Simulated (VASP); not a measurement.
# NiO (Fm-3m) in VASP: single point with LDA+U

Aim: the single point of NiO with LDA+U.

Everything below comes from runs of VASP 6.6.1. Logs are shortened: lines on timing, memory, paths and dates and some standing lists are left out, and cuts for length are marked.

## Step 1: The cell of the first run

Symmetry: Fm-3m, No. 225, cubic system. The conventional cell has a = 4.183 Å, b = 4.183 Å, c = 4.183 Å, α = 90.00°, β = 90.00°, γ = 90.00°. Within 2.8 Å of Ni (site symmetry m-3m) lie 6 O at 2.09 Å. O (site symmetry m-3m) has 6 Ni at 2.09 Å within 2.8 Å.

## Step 2: Single point, LDA+U

File INCAR:

```
PREC     = Accurate       # precision mode
ENCUT    = 700            # plane-wave cutoff, eV
EDIFF    = 1E-6           # SCF threshold, eV
ISMEAR   = 0              # smearing method
SIGMA    = 0.05           # smearing width, eV
LREAL    = F              # projectors in reciprocal space
LASPH    = T              # aspherical terms in the spheres
NELM     = 200            # most SCF steps
ALGO     = Normal         # electronic algorithm
ISIF     = 2              # what is computed and relaxed
LWAVE    = F              # write WAVECAR
LCHARG   = F              # write CHGCAR
LMAXMIX  = 4              # l up to which the mixer works
LDAU     = T              # DFT+U
LDAUTYPE = 1            
LDAUL    = 2 -1           # shell
LDAUU    = 6 0            # U, eV
LDAUJ    = 0.9 0        
LDAUPRINT= 1            
NBANDS   = 19             # bands
GGA_COMPAT= F
```

File KPOINTS:

```
Automatic mesh
0
Gamma
  8 8 8
```

File POSCAR:

```
NiO
1.0
    0.0000000000      2.0913095100      2.0913095100
    2.0913095100      0.0000000000      2.0913095100
    2.0913095100      2.0913095100      0.0000000000
Ni O
1 1
Direct
    0.0000000000      0.0000000000      0.0000000000
    0.5000000000      0.5000000000      0.5000000000
```

Potentials or basis: VASP PAW LDA potentials, release 64 (Ni_sv_GW, O).

Started as:

```sh
$ cat potpaw_LDA.64/Ni_sv_GW/POTCAR potpaw_LDA.64/O/POTCAR > POTCAR
$ mpirun -np 1 vasp_std > vasp.out
```

OUTCAR:

```text
PREC = Accurate
   ENCUT = 700
   EDIFF = 1E-6
   ISMEAR = 0
   LREAL = F
   LASPH = T
   NELM = 200
   ISIF = 2

 ion  position               nearest neighbor table
   1  0.000  0.000  0.000-   2 2.09   2 2.09   2 2.09   2 2.09   2 2.09   2 2.09
   2  0.500  0.500  0.500-   1 2.09   1 2.09   1 2.09   1 2.09   1 2.09   1 2.09

  LATTYP: Found a face centered cubic cell.
 ALAT       =     4.1826190200

  Lattice vectors:

 A1 = (   0.0000000000,   2.0913095100,   2.0913095100)
 A2 = (   2.0913095100,   0.0000000000,   2.0913095100)
 A3 = (   2.0913095100,   2.0913095100,   0.0000000000)

Analysis of symmetry for initial positions (statically):
=====================================================================
 Subroutine PRICEL returns:
 Original cell was already a primitive cell.

 Routine SETGRP: Setting up the symmetry group for a
 face centered cubic supercell.

 Subroutine GETGRP returns: Found 48 space group operations
 (whereof 48 operations were pure point group operations)
 out of a pool of 48 trial point group operations.

The static configuration has the point symmetry O_h .

Analysis of symmetry for dynamics (positions and initial velocities):
=====================================================================
 Subroutine PRICEL returns:
 Original cell was already a primitive cell.

 Routine SETGRP: Setting up the symmetry group for a
 face centered cubic supercell.

 Subroutine GETGRP returns: Found 48 space group operations
 (whereof 48 operations were pure point group operations)
 out of a pool of 48 trial point group operations.

The dynamic configuration has the point symmetry O_h .

 Subroutine INISYM returns: Found 48 space group operations
 (whereof 48 operations are pure point group operations),
 and found     1 'primitive' translations

----------------------------------------------------------------------------------------

                                     Primitive cell

  volume of cell :      18.2930

  direct lattice vectors                    reciprocal lattice vectors
     0.000000000  2.091309510  2.091309510    -0.239084649  0.239084649  0.239084649
     2.091309510  0.000000000  2.091309510     0.239084649 -0.239084649  0.239084649
     2.091309510  2.091309510  0.000000000     0.239084649  0.239084649 -0.239084649

  length of vectors
     2.957558272  2.957558272  2.957558272     0.414106759  0.414106759  0.414106759

  position of ions in fractional coordinates (direct lattice)
     0.000000000  0.000000000  0.000000000
     0.500000000  0.500000000  0.500000000

  ion indices of the primitive-cell ions
   primitive index   ion index
                 1           1
                 2           2

----------------------------------------------------------------------------------------

 KPOINTS: Automatic mesh

Automatic generation of k-mesh.
 Grid dimensions read from file:
 generate k-points for:    8    8    8

 Generating k-lattice:

  Cartesian coordinates                     Fractional coordinates (reciprocal lattice)
    -0.029885581  0.029885581  0.029885581     0.125000000  0.000000000  0.000000000
     0.029885581 -0.029885581  0.029885581     0.000000000  0.125000000  0.000000000
     0.029885581  0.029885581 -0.029885581     0.000000000  0.000000000  0.125000000

  Length of vectors
     0.051763345  0.051763345  0.051763345

  Shift w.r.t. Gamma in fractional coordinates (k-lattice)
     0.000000000  0.000000000  0.000000000

 Subroutine IBZKPT returns following result:
 ===========================================

 Found     29 irreducible k-points:

 Following reciprocal coordinates:
            Coordinates               Weight
  0.000000  0.000000  0.000000      1.000000
  0.125000  0.000000  0.000000      8.000000
  0.250000  0.000000  0.000000      8.000000
  0.375000  0.000000  0.000000      8.000000
  0.500000  0.000000  0.000000      4.000000
  0.125000  0.125000  0.000000      6.000000
[... 16 lines left out ...]
  0.500000  0.250000  0.125000     48.000000
 -0.375000  0.250000  0.125000     24.000000
 [... further k-points ...]
   k-points           NKPTS =     29   k-points in BZ     NKDIM =     29   number of bands    NBANDS=     19
   number of dos      NEDOS =    301   number of ions     NIONS =      2
   total plane-waves  NPLWV =  21952
   dimension x,y,z NGX =    28 NGY =   28 NGZ =   28
   dimension x,y,z NGXF=    56 NGYF=   56 NGZF=   56
   ions per type =               1   1
   NGX,Y,Z   is equivalent  to a cutoff of  15.74, 15.74, 15.74 a.u.
   NGXF,Y,Z  is equivalent  to a cutoff of  31.48, 31.48, 31.48 a.u.
 SYSTEM =  unknown system
   PREC   = accura    normal or accurate (medium, high low for compatibility)
   ISTART =      0    job   : 0-new  1-cont  2-samecut
   ICHARG =      2    charge: 1-file 2-atom 10-const
   ISPIN  =      1    spin polarized calculation?
   LNONCOLLINEAR =      F non collinear calculations
   LSORBIT =      F    spin-orbit coupling
   LASPH  =      T    aspherical Exc in radial PAW
   ENCUT  =  700.0 eV  51.45 Ry    7.17 a.u.   6.38  6.38  6.38*2*pi/ulx,y,z
   NELM   =    200;   NELMIN=  2; NELMDL= -5     # of ELM steps
   EDIFF  = 0.1E-05   stopping-criterion for ELM
   LREAL  =      F    real-space projection
   EDIFFG = 0.1E-04   stopping-criterion for IOM
   NSW    =      0    number of steps for IOM
   IBRION =     -1    ionic relax: 0-MD 1-quasi-New 2-CG
   NFREE  =      0    steps in history (QN), initial steepest desc. (CG)
   ISIF   =      2    stress and relaxation
   ISYM   =      2    0-nonsym 1-usesym 2-fastsym
   POTIM  = 0.5000    time-step for ionic-motion
   TEBEG  =    0.0;   TEEND  =   0.0 temperature during run
   PSTRESS=    0.0 pullay stress
   NELECT =      24.0000    total number of electrons
   NUPDOWN=      -1.0000    fix difference up-down
   EMIN   =  10.00;   EMAX   =-10.00  energy-range for DOS
   EFERMI =   0.00;   METHOD = LEGACY
   ISMEAR =     0;   SIGMA  =   0.05  broadening in eV -4-tet -1-fermi 0-gaus
   EFERMI_NEDOS =   21; number of points for ismear=-14 and -15
   IALGO  =     38    algorithm
   IMIX   =      4    mixing-type and parameters
     AMIX     =   0.40;   BMIX     =  1.00
     AMIX_MAG =   1.60;   BMIX_MAG =  1.00
  volume/ion in A,a.u.               =       9.15        61.72
  Fermi-wavevector in a.u.,A,eV,Ry     =   1.792188  3.386745 43.701074  3.211938
  Thomas-Fermi vector in A             =   2.854603
   LORBIT       =      0    0 simple, 1 ext, 2 COOP (PROOUT), +10 PAW based schemes
 LDA+U is selected, type is set to LDAUTYPE =  1
   angular momentum for each species LDAUL =     2   -1
   U (eV)           for each species LDAUU =   6.0  0.0
   J (eV)           for each species LDAUJ =   0.9  0.0
   GGA     = CA    functional components
   LHFCALC =     F    Hartree Fock is set to
   AEXX    =    0.0000 exact exchange contribution
   IVDW    =     0    specifies the selected vdW correction
   LEPSILON=     F    determine dielectric tensor
   LRPA    =     F    only Hartree local field effects (RPA)
 non-spin polarized calculation
 Gauss-broadening in eV      SIGMA  =   0.05
  energy-cutoff  :      700.00
  volume of cell :       18.29
 maximum number of plane-waves:       783
 NGX is ok and might be reduce to    28
   NGX = 13   NGY = 13   NGZ = 13

atom =   1  type =  1  l = 2

 onsite density matrix

spin component  1

  0.9198  0.0000 -0.0000 -0.0000 -0.0000
  0.0000  0.9198 -0.0000 -0.0000  0.0000
 -0.0000 -0.0000  0.6056  0.0000 -0.0000
 -0.0000 -0.0000  0.0000  0.9198 -0.0000
 -0.0000  0.0000 -0.0000 -0.0000  0.6056

spin component  2

  0.9198  0.0000 -0.0000 -0.0000 -0.0000
  0.0000  0.9198 -0.0000 -0.0000  0.0000
 -0.0000 -0.0000  0.6056  0.0000 -0.0000
 -0.0000 -0.0000  0.0000  0.9198 -0.0000
 -0.0000  0.0000 -0.0000 -0.0000  0.6056

 occupancies and eigenvectors

  o =  0.6056  v =  0.0000  0.0000 -0.9995 -0.0000 -0.0311  0.0000  0.0000  0.0000  0.0000  0.0000      0.0000  0.0000  0.0000  0.0000  0.0000  0.0000  0.0000  0.0000  0.0000  0.0000
  o =  0.6056  v =  0.0000  0.0000  0.0000  0.0000  0.0000  0.0000  0.0000 -0.9995 -0.0000 -0.0311      0.0000  0.0000  0.0000  0.0000  0.0000  0.0000  0.0000  0.0000  0.0000  0.0000
  o =  0.6056  v =  0.0000  0.0000  0.0311  0.0000 -0.9995  0.0000  0.0000  0.0000  0.0000  0.0000      0.0000  0.0000  0.0000  0.0000  0.0000  0.0000  0.0000  0.0000  0.0000  0.0000
  o =  0.6056  v =  0.0000  0.0000  0.0000  0.0000  0.0000  0.0000  0.0000  0.0311  0.0000 -0.9995      0.0000  0.0000  0.0000  0.0000  0.0000  0.0000  0.0000  0.0000  0.0000  0.0000
  o =  0.9198  v =  0.0000  0.0000  0.0000  0.0000  0.0000  0.0000  0.9488  0.0000  0.3157  0.0000      0.0000  0.0000  0.0000  0.0000  0.0000  0.0000  0.0000  0.0000  0.0000  0.0000
  o =  0.9198  v =  0.0000  0.9488  0.0000  0.3157  0.0000  0.0000  0.0000  0.0000  0.0000  0.0000      0.0000  0.0000  0.0000  0.0000  0.0000  0.0000  0.0000  0.0000  0.0000  0.0000
  o =  0.9198  v =  1.0000  0.0000  0.0000  0.0000  0.0000  0.0000  0.0000  0.0000  0.0000  0.0000      0.0000  0.0000  0.0000  0.0000  0.0000  0.0000  0.0000  0.0000  0.0000  0.0000
  o =  0.9198  v =  0.0000  0.0000  0.0000  0.0000  0.0000  1.0000  0.0000  0.0000  0.0000  0.0000      0.0000  0.0000  0.0000  0.0000  0.0000  0.0000  0.0000  0.0000  0.0000  0.0000
  o =  0.9198  v =  0.0000  0.0000  0.0000  0.0000  0.0000  0.0000 -0.3157 -0.0000  0.9488  0.0000      0.0000  0.0000  0.0000  0.0000  0.0000  0.0000  0.0000  0.0000  0.0000  0.0000
  o =  0.9198  v =  0.0000 -0.3157 -0.0000  0.9488  0.0000  0.0000  0.0000  0.0000  0.0000  0.0000      0.0000  0.0000  0.0000  0.0000  0.0000  0.0000  0.0000  0.0000  0.0000  0.0000

 number of electron      24.0000000 magnetization

 Free energy of the ion-electron system (eV)
  ---------------------------------------------------
  ext. energy  EPLUGINS =         0.00000000
  ---------------------------------------------------
  free energy    TOTEN  =       -10.47001786 eV

  energy without entropy =      -10.46465287  energy(sigma->0) =      -10.46733537

 E-fermi :   6.4707     XC(G=0): -13.5314

 val. band max:        6.4697653208   @ k =  -0.3750   0.3750   0.0000
 cond. band min:       6.4983874695   @ k =   0.5000   0.2500   0.0000
 fundamental gap:      0.0286221486
 Fermi energy:         6.4706547690

 k-point     1 :       0.0000    0.0000    0.0000
  band No.  band energies     occupation
      1     -94.8561      2.00000
      2     -55.8849      2.00000
      3     -55.8849      2.00000
      4     -55.8849      2.00000
      5     -13.6863      2.00000
      6       3.2240      2.00000
[... 505 lines left out ...]
      6      -1.1433      2.00000
[... 11 lines left out ...]
     18      28.2452      0.00000
     19      29.2455      0.00000

 [... further k-points ...]

------------------------ aborting loop because EDIFF is reached ----------------------------------------

  FORCE on cell =-STRESS in cart. coord.  units (eV):
  Direction    XX          YY          ZZ          XY          YZ          ZX
  --------------------------------------------------------------------------------------
  -------------------------------------------------------------------------------------
  Total       -2.4536729     -2.4536729     -2.4536729     -0.0000000      0.0000000     -0.0000000
  in kB     -214.9029174   -214.9029174   -214.9029174     -0.0000000      0.0000000     -0.0000000
  external PRESSURE =    -214.9029174 kB  Pullay stress =       0.0000000 kB

 VOLUME and BASIS-vectors are now :
 -----------------------------------------------------------------------------
  energy-cutoff  :      700.00
  volume of cell :       18.29
      direct lattice vectors                 reciprocal lattice vectors
     0.000000000  2.091309510  2.091309510    -0.239084649  0.239084649  0.239084649
     2.091309510  0.000000000  2.091309510     0.239084649 -0.239084649  0.239084649
     2.091309510  2.091309510  0.000000000     0.239084649  0.239084649 -0.239084649

 POSITION                                       TOTAL-FORCE (eV/Angst)
 -----------------------------------------------------------------------------------
      0.00000      0.00000      0.00000        -0.000000      0.000000     -0.000000
      2.09131      2.09131      2.09131         0.000000     -0.000000      0.000000
 -----------------------------------------------------------------------------------
    total drift:                                0.000000      0.000000      0.000000

  FREE ENERGIE OF THE ION-ELECTRON SYSTEM (eV)
  ---------------------------------------------------
  free  energy   TOTEN  =       -10.4700178628 eV

  energy  without entropy=      -10.4646528738  energy(sigma->0) =      -10.46733537
```

It took 14 s on 1 thread of Intel Xeon Platinum 8488C (Sapphire Rapids), shared host; peak memory 0.15 GiB.

What came out:

| Item | Value |
| --- | --- |
| Free energy | -10.4700 eV |
| Pressure | -21.5 GPa |
| Band gap on the k mesh | zero (bands 12 and 13 overlap by 2.87 eV) |

Eigenvalues of the final occupation matrices:
```csv
site,spin,trace,eigenvalues
site 1 d,1,3.97,0.61 0.61 0.92 0.92 0.92
site 1 d,2,3.97,0.61 0.61 0.92 0.92 0.92
```

Caveat: the cell stands under tension; the run has no spin polarisation, though such a crystal can be magnetic; U without spin polarisation on a metal has little footing.

The gap in the log of VASP goes by the Fermi energy; the results here count the filled bands.